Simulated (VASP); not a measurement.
# GaP (sol) (F-43m) in VASP: notebook

GaP (sol) is run at these levels: PBEsol; tasks: single point.

Program: VASP 6.6.1. These are calculated values, not measurements. Logs are shortened: lines on timing, memory, paths and dates and some standing lists are left out, and cuts for length are marked.

## (1) The cell of the first run

The structure is cubic, space group F-43m (No. 216). Conventional cell: a = 5.451 Å, b = 5.451 Å, c = 5.451 Å, α = 90.00°, β = 90.00°, γ = 90.00°. Within 3.1 Å of Ga (site symmetry -43m) lie 4 P at 2.36 Å. P (site symmetry -43m) has 4 Ga at 2.36 Å within 3.1 Å.

## (2) Single point, PBEsol

Input file INCAR:

```
  PREC = Accurate
  ENCUT = 500
  EDIFF = 1E-6
  ISMEAR = 0
  SIGMA = 0.1
  LREAL = F
  LASPH = T
  NELM = 120
  ALGO = Normal
  ISIF = 2
  LWAVE = F
  LCHARG = F
  GGA = PS
  NBANDS = 16
  GGA_COMPAT = F
```

Input file KPOINTS:

```
Automatic mesh
0
Gamma
  6 6 6
```

Input file POSCAR:

```
GaP
1.0
    0.0000000000      2.7255000000      2.7255000000
    2.7255000000      0.0000000000      2.7255000000
    2.7255000000      2.7255000000      0.0000000000
Ga P
1 1
Direct
    0.0000000000      0.0000000000      0.0000000000
    0.2500000000      0.2500000000      0.2500000000
```

Potentials or basis: VASP PAW PBE potentials, release 64 (Ga_d, P).

Started as:

```console
$ cat potpaw_PBE.64/Ga_d/POTCAR potpaw_PBE.64/P/POTCAR > POTCAR
$ mpirun -np 1 vasp_std > vasp.out
```

OUTCAR:

```text
PREC = Accurate
   ENCUT = 500
   EDIFF = 1E-6
   ISMEAR = 0
   LREAL = F
   LASPH = T
   NELM = 120
   ISIF = 2
   GGA = PS

 ion  position               nearest neighbor table
   1  0.000  0.000  0.000-   2 2.36   2 2.36   2 2.36   2 2.36
   2  0.250  0.250  0.250-   1 2.36   1 2.36   1 2.36   1 2.36

  LATTYP: Found a face centered cubic cell.
 ALAT       =     5.4510000000

  Lattice vectors:

 A1 = (   0.0000000000,   2.7255000000,   2.7255000000)
 A2 = (   2.7255000000,   0.0000000000,   2.7255000000)
 A3 = (   2.7255000000,   2.7255000000,   0.0000000000)

Analysis of symmetry for initial positions (statically):
=====================================================================
 Subroutine PRICEL returns:
 Original cell was already a primitive cell.

 Routine SETGRP: Setting up the symmetry group for a
 face centered cubic supercell.

 Subroutine GETGRP returns: Found 24 space group operations
 (whereof 24 operations were pure point group operations)
 out of a pool of 48 trial point group operations.

The static configuration has the point symmetry T_d .

Analysis of symmetry for dynamics (positions and initial velocities):
=====================================================================
 Subroutine PRICEL returns:
 Original cell was already a primitive cell.

 Routine SETGRP: Setting up the symmetry group for a
 face centered cubic supercell.

 Subroutine GETGRP returns: Found 24 space group operations
 (whereof 24 operations were pure point group operations)
 out of a pool of 48 trial point group operations.

The dynamic configuration has the point symmetry T_d .

 Subroutine INISYM returns: Found 24 space group operations
 (whereof 24 operations are pure point group operations),
 and found     1 'primitive' translations

----------------------------------------------------------------------------------------

                                     Primitive cell

  volume of cell :      40.4919

  direct lattice vectors                    reciprocal lattice vectors
     0.000000000  2.725500000  2.725500000    -0.183452578  0.183452578  0.183452578
     2.725500000  0.000000000  2.725500000     0.183452578 -0.183452578  0.183452578
     2.725500000  2.725500000  0.000000000     0.183452578  0.183452578 -0.183452578

  length of vectors
     3.854439064  3.854439064  3.854439064     0.317749185  0.317749185  0.317749185

  position of ions in fractional coordinates (direct lattice)
     0.000000000  0.000000000  0.000000000
     0.250000000  0.250000000  0.250000000

  ion indices of the primitive-cell ions
   primitive index   ion index
                 1           1
                 2           2

----------------------------------------------------------------------------------------

 KPOINTS: Automatic mesh

Automatic generation of k-mesh.
 Grid dimensions read from file:
 generate k-points for:    6    6    6

 Generating k-lattice:

  Cartesian coordinates                     Fractional coordinates (reciprocal lattice)
    -0.030575430  0.030575430  0.030575430     0.166666667  0.000000000  0.000000000
     0.030575430 -0.030575430  0.030575430     0.000000000  0.166666667  0.000000000
     0.030575430  0.030575430 -0.030575430     0.000000000  0.000000000  0.166666667

  Length of vectors
     0.052958198  0.052958198  0.052958198

  Shift w.r.t. Gamma in fractional coordinates (k-lattice)
     0.000000000  0.000000000  0.000000000

 Subroutine IBZKPT returns following result:
 ===========================================

 Found     16 irreducible k-points:

 Following reciprocal coordinates:
            Coordinates               Weight
  0.000000  0.000000  0.000000      1.000000
  0.166667  0.000000  0.000000      8.000000
  0.333333  0.000000  0.000000      8.000000
  0.500000  0.000000  0.000000      4.000000
  0.166667  0.166667  0.000000      6.000000
  0.333333  0.166667  0.000000     24.000000
[... 8 lines left out ...]
 -0.333333  0.333333  0.166667     24.000000
 -0.333333  0.500000  0.166667     12.000000
   k-points           NKPTS =     16   k-points in BZ     NKDIM =     16   number of bands    NBANDS=     16
   number of dos      NEDOS =    301   number of ions     NIONS =      2
   total plane-waves  NPLWV =  21952
   dimension x,y,z NGX =    28 NGY =   28 NGZ =   28
   dimension x,y,z NGXF=    56 NGYF=   56 NGZF=   56
   ions per type =               1   1
   NGX,Y,Z   is equivalent  to a cutoff of  12.08, 12.08, 12.08 a.u.
   NGXF,Y,Z  is equivalent  to a cutoff of  24.15, 24.15, 24.15 a.u.
 SYSTEM =  unknown system
   PREC   = accura    normal or accurate (medium, high low for compatibility)
   ISTART =      0    job   : 0-new  1-cont  2-samecut
   ICHARG =      2    charge: 1-file 2-atom 10-const
   ISPIN  =      1    spin polarized calculation?
   LNONCOLLINEAR =      F non collinear calculations
   LSORBIT =      F    spin-orbit coupling
   LASPH  =      T    aspherical Exc in radial PAW
   ENCUT  =  500.0 eV  36.75 Ry    6.06 a.u.   7.03  7.03  7.03*2*pi/ulx,y,z
   NELM   =    120;   NELMIN=  2; NELMDL= -5     # of ELM steps
   EDIFF  = 0.1E-05   stopping-criterion for ELM
   LREAL  =      F    real-space projection
   EDIFFG = 0.1E-04   stopping-criterion for IOM
   NSW    =      0    number of steps for IOM
   IBRION =     -1    ionic relax: 0-MD 1-quasi-New 2-CG
   NFREE  =      0    steps in history (QN), initial steepest desc. (CG)
   ISIF   =      2    stress and relaxation
   ISYM   =      2    0-nonsym 1-usesym 2-fastsym
   POTIM  = 0.5000    time-step for ionic-motion
   TEBEG  =    0.0;   TEEND  =   0.0 temperature during run
   PSTRESS=    0.0 pullay stress
   NELECT =      18.0000    total number of electrons
   NUPDOWN=      -1.0000    fix difference up-down
   EMIN   =  10.00;   EMAX   =-10.00  energy-range for DOS
   EFERMI =   0.00;   METHOD = LEGACY
   ISMEAR =     0;   SIGMA  =   0.10  broadening in eV -4-tet -1-fermi 0-gaus
   EFERMI_NEDOS =   21; number of points for ismear=-14 and -15
   IALGO  =     38    algorithm
   IMIX   =      4    mixing-type and parameters
     AMIX     =   0.40;   BMIX     =  1.00
     AMIX_MAG =   1.60;   BMIX_MAG =  1.00
  volume/ion in A,a.u.               =      20.25       136.63
  Fermi-wavevector in a.u.,A,eV,Ry     =   1.249423  2.361067 21.239480  1.561058
  Thomas-Fermi vector in A             =   2.383464
   LORBIT       =      0    0 simple, 1 ext, 2 COOP (PROOUT), +10 PAW based schemes
   GGA     = PS    functional components
   LHFCALC =     F    Hartree Fock is set to
   AEXX    =    0.0000 exact exchange contribution
   IVDW    =     0    specifies the selected vdW correction
   LEPSILON=     F    determine dielectric tensor
   LRPA    =     F    only Hartree local field effects (RPA)
 non-spin polarized calculation
 Gauss-broadening in eV      SIGMA  =   0.10
  energy-cutoff  :      500.00
  volume of cell :       40.49
 maximum number of plane-waves:      1056
   NGX = 13   NGY = 13   NGZ = 13

 number of electron      18.0000016 magnetization

 Free energy of the ion-electron system (eV)
  ---------------------------------------------------
  ext. energy  EPLUGINS =         0.00000000
  ---------------------------------------------------
  free energy    TOTEN  =        -9.90558874 eV

  energy without entropy =       -9.90558874  energy(sigma->0) =       -9.90558874

 E-fermi :   5.0173     XC(G=0): -10.0175

 val. band max:        4.5726962693   @ k =   0.0000   0.0000   0.0000
 cond. band min:       6.0851631820   @ k =   0.5000   0.5000   0.0000
 fundamental gap:      1.5124669127
 Fermi energy:         5.0172516047

 k-point     1 :       0.0000    0.0000    0.0000
  band No.  band energies     occupation
      1      -9.9753      2.00000
      2      -9.9753      2.00000
      3      -9.9753      2.00000
      4      -9.8749      2.00000
      5      -9.8749      2.00000
      6      -7.9508      2.00000
[... 8 lines left out ...]
     15      14.3402      0.00000
     16      14.3402      0.00000

 k-point     2 :       0.1667    0.0000    0.0000
  band No.  band energies     occupation
      1      -9.9984      2.00000
      2      -9.9674      2.00000
      3      -9.9674      2.00000
      4      -9.8748      2.00000
      5      -9.8748      2.00000
      6      -7.5923      2.00000
[... 8 lines left out ...]
     15      13.4787      0.00000
     16      14.4132      0.00000

 k-point     3 :       0.3333    0.0000    0.0000
  band No.  band energies     occupation
      1     -10.0389      2.00000
      2      -9.9547      2.00000
      3      -9.9547      2.00000
      4      -9.8713      2.00000
      5      -9.8713      2.00000
      6      -6.6365      2.00000
[... 8 lines left out ...]
     15      14.1601      0.00000
     16      14.1601      0.00000

 k-point     4 :       0.5000    0.0000    0.0000
  band No.  band energies     occupation
      1     -10.0573      2.00000
      2      -9.9503      2.00000
      3      -9.9503      2.00000
      4      -9.8675      2.00000
      5      -9.8675      2.00000
      6      -5.8603      2.00000
[... 8 lines left out ...]
     15      16.2359      0.00000
     16      16.2359      0.00000
[... 172 lines left out ...]
 k-point    14 :       0.5000    0.3333    0.1667
  band No.  band energies     occupation
      1     -10.0622      2.00000
      2      -9.9407      2.00000
      3      -9.9294      2.00000
      4      -9.8894      2.00000
      5      -9.8640      2.00000
      6      -5.8526      2.00000
[... 8 lines left out ...]
     15      16.3072      0.00000
     16      17.7980      0.00000

 k-point    15 :      -0.3333    0.3333    0.1667
  band No.  band energies     occupation
      1     -10.0682      2.00000
      2      -9.9408      2.00000
      3      -9.9227      2.00000
      4      -9.8860      2.00000
      5      -9.8672      2.00000
      6      -5.1872      2.00000
[... 8 lines left out ...]
     15      16.9808      0.00000
     16      17.2828      0.00000

 k-point    16 :      -0.3333    0.5000    0.1667
  band No.  band energies     occupation
      1     -10.0791      2.00000
      2      -9.9293      2.00000
      3      -9.9147      2.00000
      4      -9.8959      2.00000
      5      -9.8616      2.00000
      6      -4.8771      2.00000
[... 8 lines left out ...]
     15      16.4582      0.00000
     16      18.1522      0.00000

------------------------ aborting loop because EDIFF is reached ----------------------------------------

  FORCE on cell =-STRESS in cart. coord.  units (eV):
  Direction    XX          YY          ZZ          XY          YZ          ZX
  --------------------------------------------------------------------------------------
  -------------------------------------------------------------------------------------
  Total       -0.1632835     -0.1632835     -0.1632835      0.0000000      0.0000000      0.0000000
  in kB       -6.4607700     -6.4607700     -6.4607700      0.0000000      0.0000000      0.0000000
  external PRESSURE =      -6.4607700 kB  Pullay stress =       0.0000000 kB

 VOLUME and BASIS-vectors are now :
 -----------------------------------------------------------------------------
  energy-cutoff  :      500.00
  volume of cell :       40.49
      direct lattice vectors                 reciprocal lattice vectors
     0.000000000  2.725500000  2.725500000    -0.183452578  0.183452578  0.183452578
     2.725500000  0.000000000  2.725500000     0.183452578 -0.183452578  0.183452578
     2.725500000  2.725500000  0.000000000     0.183452578  0.183452578 -0.183452578

 POSITION                                       TOTAL-FORCE (eV/Angst)
 -----------------------------------------------------------------------------------
      0.00000      0.00000      0.00000         0.000000     -0.000000     -0.000000
      1.36275      1.36275      1.36275        -0.000000      0.000000      0.000000
 -----------------------------------------------------------------------------------
    total drift:                                0.000001      0.000001      0.000001

  FREE ENERGIE OF THE ION-ELECTRON SYSTEM (eV)
  ---------------------------------------------------
  free  energy   TOTEN  =        -9.9055887401 eV

  energy  without entropy=       -9.9055887401  energy(sigma->0) =       -9.90558874
```

Run time: 9.7 s. Hardware: 1 thread of Intel Xeon 6975P-C, shared host; peak memory 0.15 GiB.

Results:

| Quantity | Value |
| --- | --- |
| Free energy | -9.9056 eV |
| Pressure | -0.6 GPa |
| Band gap on the k mesh | 1.51 eV, indirect (least direct gap 1.75 eV) |

Levels at points of the mesh, in eV from the valence-band top:
```tsv
k point	band 6	band 7	band 8	band 9	band 10	band 11	band 12	band 13
(0.00, 0.00, 0.00)	-12.52	0.00	0.00	0.00	1.75	3.82	3.82	3.82
(0.50, 0.00, 0.00)	-10.43	-6.70	-1.13	-1.13	1.58	4.65	4.65	8.08
(0.50, 0.50, 0.00)	-9.52	-6.81	-2.71	-2.71	1.51	1.71	10.54	10.54
```

Caveat: the PAW data sets were made with another functional, which shifts forces and pressure a little. A hybrid or GW would open this gap; PBEsol tends to underestimate it.

## (3) Single point, PBEsol

This run uses another cell than the first one, of 20.11 Å³/atom, 0.993 times its volume.

Input file INCAR:

```
PREC     = Accurate       # precision mode
ENCUT    = 500            # plane-wave cutoff, eV
EDIFF    = 1E-6           # SCF threshold, eV
ISMEAR   = 0              # smearing method
SIGMA    = 0.02           # smearing width, eV
LREAL    = False          # projectors in reciprocal space
LASPH    = True           # aspherical terms in the spheres
NELM     = 120            # most SCF steps
ALGO     = Normal         # electronic algorithm
ISIF     = 2              # what is computed and relaxed
LWAVE    = False          # write WAVECAR
LCHARG   = True           # write CHGCAR
GGA      = PS             # functional
LELF     = True           # ELF
LVHAR    = True         
NBANDS   = 16             # bands
GGA_COMPAT= False
```

Input file KPOINTS:

```
regular mesh
0
Gamma
  8 8 8
```

Input file POSCAR:

```
GaP
1.0
    0.0000000000      2.7192248534      2.7192248534
    2.7192248534      0.0000000000      2.7192248534
    2.7192248534      2.7192248534      0.0000000000
Ga P
1 1
Direct
    0.0000000000      0.0000000000      0.0000000000
    0.2500000000      0.2500000000      0.2500000000
```

Potentials or basis: VASP PAW PBE potentials, release 64 (Ga_d, P).

Started as:

```console
$ cat potpaw_PBE.64/Ga_d/POTCAR potpaw_PBE.64/P/POTCAR > POTCAR
$ mpirun -np 1 vasp_std > vasp.out
```

Run time: 16 s. Hardware: 1 thread of Intel Xeon 6975P-C, shared host; peak memory 0.16 GiB.

Results (log left out):

```yaml
Free_energy: -9.9210 eV
Pressure: -0.1 GPa
Band_gap_on_the_k_mesh: 1.50 eV, indirect (least direct gap 1.80 eV)
```

Levels at points of the mesh, in eV from the valence-band top:
| k point | band 7 | band 8 | band 9 | band 10 | band 11 | band 12 |
| --- | --- | --- | --- | --- | --- | --- |
| (0.00, 0.00, 0.00) | 0.00 | 0.00 | 0.00 | 1.80 | 3.83 | 3.83 |
| (0.50, 0.00, 0.00) | -6.73 | -1.14 | -1.14 | 1.61 | 4.65 | 4.65 |
| (0.50, 0.50, 0.00) | -6.84 | -2.74 | -2.74 | 1.50 | 1.71 | 10.60 |

Caveat: the PAW data sets were made with another functional, which shifts forces and pressure a little.
